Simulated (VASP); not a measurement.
Wanted: the native input for a VASP 6.6.1 run.

- Task: single point
- Functional: PBE
- Potentials or basis: VASP PAW PBE potentials, release 64 (Mg, O)
- Cutoff: 600 eV
- k mesh: 6 × 6 × 6
- Occupations: methfessel-paxton, width 0.1 eV
- Spin: no spin polarisation
- Dipole correction: no
- Further INCAR settings: ALGO = Normal; EDIFF = 1e-06; NBANDS = 11

The structure of MgO lies in POSCAR:

```
MgO
1.0
    2.9380209034      0.0000000000      0.0000000000
   -1.4690104517      2.5444007392      0.0000000000
    0.0000000000      0.0000000000      2.6796800000
Mg O
1 1
Direct
    0.0000000000      0.0000000000      0.0000000000
    0.3333333333      0.6666666667      0.5000000000
```

One way to write it, as run:

INCAR

```
  PREC = Accurate
  ENCUT = 600
  EDIFF = 1E-6
  ISMEAR = 1
  SIGMA = 0.1
  LREAL = False
  LASPH = True
  NELM = 120
  ALGO = Normal
  ISIF = 2
  LWAVE = False
  LCHARG = False
  GGA = PE
  NBANDS = 11
  GGA_COMPAT = False
```

KPOINTS

```
regular mesh
0
Gamma
  6 6 6
```

Potentials or basis: VASP PAW PBE potentials, release 64 (Mg, O).

The run is started by

```console
$ cat potpaw_PBE.64/Mg/POTCAR potpaw_PBE.64/O/POTCAR > POTCAR
$ mpirun -np 1 vasp_std > vasp.out
```

It gave:

The pressure is -0.9 GPa. The band gap on the k mesh is 3.00 eV, indirect (least direct gap 3.40 eV).

Wall time 11 s on 1 thread of Intel Xeon 8259CL (shared host), peak memory 0.14 GiB.
